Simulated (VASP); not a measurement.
# BaF2 (Fm-3m) in VASP: single point with PBEsol

Aim: the single point of BaF2 with PBEsol.

Program: VASP 6.6.1. These are calculated values, not measurements. Logs are shortened: lines on timing, memory, paths and dates and some standing lists are left out, and cuts for length are marked.

## (1) The cell of the first run

Symmetry: Fm-3m, No. 225, cubic system. The conventional cell has a = 6.200 Å, b = 6.200 Å, c = 6.200 Å, α = 90.00°, β = 90.00°, γ = 90.00°. Ba (site symmetry m-3m) has 8 F at 2.68 Å within 3.5 Å. F (site symmetry -43m) has 4 Ba at 2.68 Å and 6 F at 3.10 Å within 3.5 Å.

## (2) Single point, PBEsol

INCAR

```
PREC = Accurate ; ENCUT = 600
EDIFF = 1E-6 ; ISMEAR = -1
SIGMA = 0.1 ; LREAL = F
LASPH = T ; NELM = 120
ALGO = Normal ; ISIF = 2
LWAVE = F ; LCHARG = F
GGA = PS ; NBANDS = 19
GGA_COMPAT = F
```

KPOINTS

```
Automatic mesh
0
Gamma
  6 6 6
```

POSCAR

```
BaF2
1.0
    0.0000000000      3.1000500000      3.1000500000
    3.1000500000      0.0000000000      3.1000500000
    3.1000500000      3.1000500000      0.0000000000
Ba F
1 2
Direct
    0.0000000000      0.0000000000      0.0000000000
    0.2500000000      0.2500000000      0.2500000000
    0.7500000000      0.7500000000      0.7500000000
```

Potentials or basis: VASP PAW PBE potentials, release 64 (Ba_sv, F).

Run with:

```
$ cat potpaw_PBE.64/Ba_sv/POTCAR potpaw_PBE.64/F/POTCAR > POTCAR
$ mpirun -np 1 vasp_std > vasp.out
```

OUTCAR:

```text
PREC = Accurate
   ENCUT = 600
   EDIFF = 1E-6
   ISMEAR = -1
   LREAL = F
   LASPH = T
   NELM = 120
   ISIF = 2
   GGA = PS

 ion  position               nearest neighbor table
   1  0.000  0.000  0.000-   3 2.68   3 2.68   2 2.68   3 2.68   2 2.68   2 2.68   3 2.68   2 2.68

   2  0.250  0.250  0.250-   1 2.68   1 2.68   1 2.68   1 2.68
   3  0.750  0.750  0.750-   1 2.68   1 2.68   1 2.68   1 2.68

  LATTYP: Found a face centered cubic cell.
 ALAT       =     6.2001000000

  Lattice vectors:

 A1 = (   0.0000000000,   3.1000500000,   3.1000500000)
 A2 = (   3.1000500000,   0.0000000000,   3.1000500000)
 A3 = (   3.1000500000,   3.1000500000,   0.0000000000)

Analysis of symmetry for initial positions (statically):
=====================================================================
 Subroutine PRICEL returns:
 Original cell was already a primitive cell.

 Routine SETGRP: Setting up the symmetry group for a
 face centered cubic supercell.

 Subroutine GETGRP returns: Found 48 space group operations
 (whereof 48 operations were pure point group operations)
 out of a pool of 48 trial point group operations.

The static configuration has the point symmetry O_h .

Analysis of symmetry for dynamics (positions and initial velocities):
=====================================================================
 Subroutine PRICEL returns:
 Original cell was already a primitive cell.

 Routine SETGRP: Setting up the symmetry group for a
 face centered cubic supercell.

 Subroutine GETGRP returns: Found 48 space group operations
 (whereof 48 operations were pure point group operations)
 out of a pool of 48 trial point group operations.

The dynamic configuration has the point symmetry O_h .

 Subroutine INISYM returns: Found 48 space group operations
 (whereof 48 operations are pure point group operations),
 and found     1 'primitive' translations

----------------------------------------------------------------------------------------

                                     Primitive cell

  volume of cell :      59.5849

  direct lattice vectors                    reciprocal lattice vectors
     0.000000000  3.100050000  3.100050000    -0.161287721  0.161287721  0.161287721
     3.100050000  0.000000000  3.100050000     0.161287721 -0.161287721  0.161287721
     3.100050000  3.100050000  0.000000000     0.161287721  0.161287721 -0.161287721

  length of vectors
     4.384132754  4.384132754  4.384132754     0.279358528  0.279358528  0.279358528

  position of ions in fractional coordinates (direct lattice)
     0.000000000  0.000000000  0.000000000
     0.250000000  0.250000000  0.250000000
     0.750000000  0.750000000  0.750000000

  ion indices of the primitive-cell ions
   primitive index   ion index
                 1           1
                 2           2
                 3           3

----------------------------------------------------------------------------------------

 KPOINTS: Automatic mesh

Automatic generation of k-mesh.
 Grid dimensions read from file:
 generate k-points for:    6    6    6

 Generating k-lattice:

  Cartesian coordinates                     Fractional coordinates (reciprocal lattice)
    -0.026881287  0.026881287  0.026881287     0.166666667  0.000000000  0.000000000
     0.026881287 -0.026881287  0.026881287     0.000000000  0.166666667  0.000000000
     0.026881287  0.026881287 -0.026881287     0.000000000  0.000000000  0.166666667

  Length of vectors
     0.046559755  0.046559755  0.046559755

  Shift w.r.t. Gamma in fractional coordinates (k-lattice)
     0.000000000  0.000000000  0.000000000

 Subroutine IBZKPT returns following result:
 ===========================================

 Found     16 irreducible k-points:

 Following reciprocal coordinates:
            Coordinates               Weight
  0.000000  0.000000  0.000000      1.000000
  0.166667  0.000000  0.000000      8.000000
  0.333333  0.000000  0.000000      8.000000
  0.500000  0.000000  0.000000      4.000000
  0.166667  0.166667  0.000000      6.000000
  0.333333  0.166667  0.000000     24.000000
[... 8 lines left out ...]
 -0.333333  0.333333  0.166667     24.000000
 -0.333333  0.500000  0.166667     12.000000
   k-points           NKPTS =     16   k-points in BZ     NKDIM =     16   number of bands    NBANDS=     19
   number of dos      NEDOS =    301   number of ions     NIONS =      3
   total plane-waves  NPLWV =  46656
   dimension x,y,z NGX =    36 NGY =   36 NGZ =   36
   dimension x,y,z NGXF=    72 NGYF=   72 NGZF=   72
   ions per type =               1   2
   NGX,Y,Z   is equivalent  to a cutoff of  13.65, 13.65, 13.65 a.u.
   NGXF,Y,Z  is equivalent  to a cutoff of  27.30, 27.30, 27.30 a.u.
 SYSTEM =  unknown system
   PREC   = accura    normal or accurate (medium, high low for compatibility)
   ISTART =      0    job   : 0-new  1-cont  2-samecut
   ICHARG =      2    charge: 1-file 2-atom 10-const
   ISPIN  =      1    spin polarized calculation?
   LNONCOLLINEAR =      F non collinear calculations
   LSORBIT =      F    spin-orbit coupling
   LASPH  =      T    aspherical Exc in radial PAW
   ENCUT  =  600.0 eV  44.10 Ry    6.64 a.u.   8.76  8.76  8.76*2*pi/ulx,y,z
   NELM   =    120;   NELMIN=  2; NELMDL= -5     # of ELM steps
   EDIFF  = 0.1E-05   stopping-criterion for ELM
   LREAL  =      F    real-space projection
   EDIFFG = 0.1E-04   stopping-criterion for IOM
   NSW    =      0    number of steps for IOM
   IBRION =     -1    ionic relax: 0-MD 1-quasi-New 2-CG
   NFREE  =      0    steps in history (QN), initial steepest desc. (CG)
   ISIF   =      2    stress and relaxation
   ISYM   =      2    0-nonsym 1-usesym 2-fastsym
   POTIM  = 0.5000    time-step for ionic-motion
   TEBEG  =    0.0;   TEEND  =   0.0 temperature during run
   PSTRESS=    0.0 pullay stress
   NELECT =      24.0000    total number of electrons
   NUPDOWN=      -1.0000    fix difference up-down
   EMIN   =  10.00;   EMAX   =-10.00  energy-range for DOS
   EFERMI =   0.00;   METHOD = LEGACY
   ISMEAR =    -1;   SIGMA  =   0.10  broadening in eV -4-tet -1-fermi 0-gaus
   EFERMI_NEDOS =   21; number of points for ismear=-14 and -15
   IALGO  =     38    algorithm
   IMIX   =      4    mixing-type and parameters
     AMIX     =   0.40;   BMIX     =  1.00
     AMIX_MAG =   1.60;   BMIX_MAG =  1.00
  volume/ion in A,a.u.               =      19.86       134.03
  Fermi-wavevector in a.u.,A,eV,Ry     =   1.209019  2.284715 19.888011  1.461728
  Thomas-Fermi vector in A             =   2.344609
   LORBIT       =      0    0 simple, 1 ext, 2 COOP (PROOUT), +10 PAW based schemes
   GGA     = PS    functional components
   LHFCALC =     F    Hartree Fock is set to
   AEXX    =    0.0000 exact exchange contribution
   IVDW    =     0    specifies the selected vdW correction
   LEPSILON=     F    determine dielectric tensor
   LRPA    =     F    only Hartree local field effects (RPA)
 non-spin polarized calculation
  energy-cutoff  :      600.00
  volume of cell :       59.58
 maximum number of plane-waves:      2012
   NGX = 17   NGY = 17   NGZ = 17

 number of electron      24.0000002 magnetization

 Free energy of the ion-electron system (eV)
  ---------------------------------------------------
  ext. energy  EPLUGINS =         0.00000000
  ---------------------------------------------------
  free energy    TOTEN  =       -17.64488490 eV

  energy without entropy =      -17.64488490  energy(sigma->0) =      -17.64488490

 E-fermi :   0.1726     XC(G=0):  -8.9123

 val. band max:       -2.2039243399   @ k =  -0.1667   0.1667   0.0000
 cond. band min:       4.4373742821   @ k =   0.0000   0.0000   0.0000
 fundamental gap:      6.6412986219
 Fermi energy:         0.1725515605

 k-point     1 :       0.0000    0.0000    0.0000
  band No.  band energies     occupation
      1     -25.2691      2.00000
      2     -20.9979      2.00000
      3     -20.9566      2.00000
      4     -10.0984      2.00000
      5     -10.0984      2.00000
      6     -10.0984      2.00000
[... 11 lines left out ...]
     18       9.1343      0.00000
     19      13.1474      0.00000

 k-point     2 :       0.1667    0.0000    0.0000
  band No.  band energies     occupation
      1     -25.2187      2.00000
      2     -21.0332      2.00000
      3     -21.0119      2.00000
      4     -10.1468      2.00000
      5     -10.1409      2.00000
      6     -10.1409      2.00000
[... 11 lines left out ...]
     18       9.1601      0.00000
     19      12.0949      0.00000

 k-point     3 :       0.3333    0.0000    0.0000
  band No.  band energies     occupation
      1     -25.1123      2.00000
      2     -21.1730      2.00000
      3     -21.0593      2.00000
      4     -10.2287      2.00000
      5     -10.2225      2.00000
      6     -10.2225      2.00000
[... 11 lines left out ...]
     18       9.2538      0.00000
     19      11.1799      0.00000

 k-point     4 :       0.5000    0.0000    0.0000
  band No.  band energies     occupation
      1     -25.0559      2.00000
      2     -21.2490      2.00000
      3     -21.0802      2.00000
      4     -10.2632      2.00000
      5     -10.2617      2.00000
      6     -10.2617      2.00000
[... 11 lines left out ...]
     18       9.3305      0.00000
     19      11.5877      0.00000

 k-point     5 :       0.1667    0.1667    0.0000
  band No.  band energies     occupation
      1     -25.2017      2.00000
      2     -21.0445      2.00000
      3     -21.0305      2.00000
      4     -10.2057      2.00000
      5     -10.2057      2.00000
      6     -10.0607      2.00000
[... 11 lines left out ...]
     18       9.2397      0.00000
     19      13.2012      0.00000
[... 158 lines left out ...]
      2     -21.3263      2.00000
      3     -21.1259      2.00000
      4     -10.5008      2.00000
      5     -10.5008      2.00000
      6      -9.9313      2.00000
[... 11 lines left out ...]
     18      10.5875      0.00000
     19      12.6992      0.00000

 k-point    14 :       0.5000    0.3333    0.1667
  band No.  band energies     occupation
      1     -25.0386      2.00000
      2     -21.2168      2.00000
      3     -21.1413      2.00000
      4     -10.4046      2.00000
      5     -10.3172      2.00000
      6     -10.1118      2.00000
[... 11 lines left out ...]
     18      10.1578      0.00000
     19      12.1457      0.00000

 k-point    15 :      -0.3333    0.3333    0.1667
  band No.  band energies     occupation
      1     -25.0000      2.00000
      2     -21.2332      2.00000
      3     -21.1907      2.00000
      4     -10.4565      2.00000
      5     -10.2271      2.00000
      6     -10.2270      2.00000
[... 11 lines left out ...]
     18      11.1285      0.00000
     19      11.6930      0.00000

 k-point    16 :      -0.3333    0.5000    0.1667
  band No.  band energies     occupation
      1     -24.9808      2.00000
      2     -21.2775      2.00000
      3     -21.1774      2.00000
      4     -10.5138      2.00000
      5     -10.3577      2.00000
      6     -10.0729      2.00000
[... 11 lines left out ...]
     18      12.1474      0.00000
     19      12.3424      0.00000

------------------------ aborting loop because EDIFF is reached ----------------------------------------

  FORCE on cell =-STRESS in cart. coord.  units (eV):
  Direction    XX          YY          ZZ          XY          YZ          ZX
  --------------------------------------------------------------------------------------
  -------------------------------------------------------------------------------------
  Total       -0.2624498     -0.2624498     -0.2624498      0.0000000      0.0000000      0.0000000
  in kB       -7.0570114     -7.0570114     -7.0570114      0.0000000      0.0000000      0.0000000
  external PRESSURE =      -7.0570114 kB  Pullay stress =       0.0000000 kB

 VOLUME and BASIS-vectors are now :
 -----------------------------------------------------------------------------
  energy-cutoff  :      600.00
  volume of cell :       59.58
      direct lattice vectors                 reciprocal lattice vectors
     0.000000000  3.100050000  3.100050000    -0.161287721  0.161287721  0.161287721
     3.100050000  0.000000000  3.100050000     0.161287721 -0.161287721  0.161287721
     3.100050000  3.100050000  0.000000000     0.161287721  0.161287721 -0.161287721

 POSITION                                       TOTAL-FORCE (eV/Angst)
 -----------------------------------------------------------------------------------
      0.00000      0.00000      0.00000         0.000000     -0.000000     -0.000000
      1.55002      1.55002      1.55002         0.000000      0.000000     -0.000000
      4.65008      4.65008      4.65008        -0.000000     -0.000000      0.000000
 -----------------------------------------------------------------------------------
    total drift:                                0.000000      0.000000      0.000000

  FREE ENERGIE OF THE ION-ELECTRON SYSTEM (eV)
  ---------------------------------------------------
  free  energy   TOTEN  =       -17.6448849035 eV

  energy  without entropy=      -17.6448849033  energy(sigma->0) =      -17.64488490
```

Wall time 20 s (1 thread of Intel Xeon Platinum 8488C (Sapphire Rapids), shared host); peak memory 0.21 GiB.

What came out:

- Free energy: -17.6449 eV
- Pressure: -0.7 GPa
- Band gap on the k mesh: 6.64 eV (least direct gap 6.71 eV)

Levels at points of the mesh, in eV from the valence-band top:
```
           k point  band 9  band 10  band 11  band 12  band 13  band 14  band 15  band 16
(0.00, 0.00, 0.00)   -1.52    -0.07    -0.07    -0.07     6.64     9.12     9.12    11.34
(0.50, 0.00, 0.00)   -0.67    -0.34    -0.16    -0.16     9.01     9.13     9.13     9.70
(0.50, 0.50, 0.00)   -0.35    -0.32    -0.32    -0.12     7.19     8.91    10.65    11.91
```

Caveat: the PAW data sets were made with another functional, which shifts forces and pressure a little; spin-orbit coupling is left out, which moves the levels of the heavy elements.
